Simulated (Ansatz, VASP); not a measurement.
## Si12F in VASP and in Ansatz

```xyz
13
Lattice="7.6672 0.0000 0.0000 0.0000 5.4215 0.0000 0.0000 0.0000 20.6878" Properties=species:S:1:pos:R:3 pbc="T T T"
Si    1.9168    0.0000    4.0000
Si    5.7504    0.0000    4.0000
Si    0.0000    1.3554    4.0000
Si    3.8336    1.3554    4.0000
Si    0.0000    2.7319    5.8663
Si    3.8336    2.7319    5.8663
Si    1.9168    4.0450    5.8663
Si    5.7504    4.0450    5.8663
Si    1.9168    0.0466    7.6878
Si    5.7504    0.0466    7.6878
Si    0.0000    1.3088    7.6878
Si    3.8336    1.3088    7.6878
F     1.9168    2.7573    9.8878
```

Alike in both runs: task single point; functional PBE; dispersion D3(BJ); k mesh 4 × 5 × 1; occupations gaussian, width 0.05 eV; collinear spin.

|  | VASP | Ansatz |
| --- | --- | --- |
| version | VASP 6.6.1 | Ansatz 0.2.0 |
| potentials or method | VASP PAW PBE potentials, release 64 (Si, F), cutoff 520 eV | scalar-relativistic, plane waves, PAW |
| valence electrons in the cell | 55 | 55 |

```tsv
	VASP	Ansatz	Ansatz less VASP
gap on the k mesh at the Fermi level (eV)	none	none	-
rms of the force components (eV/Å)	0.298	0.300	+0.0017
net moment per atom (μB)	0.00	0.03	+0.024
size of the moment on the site where the two differ most (μB)	0.00	0.04	+0.034
```

Site moments also hang on the region over which each program counts them. Atom by atom the forces differ by 0.004 eV/Å (rms over components). A gap of «none» marks a metal or a gap that the smearing closes.
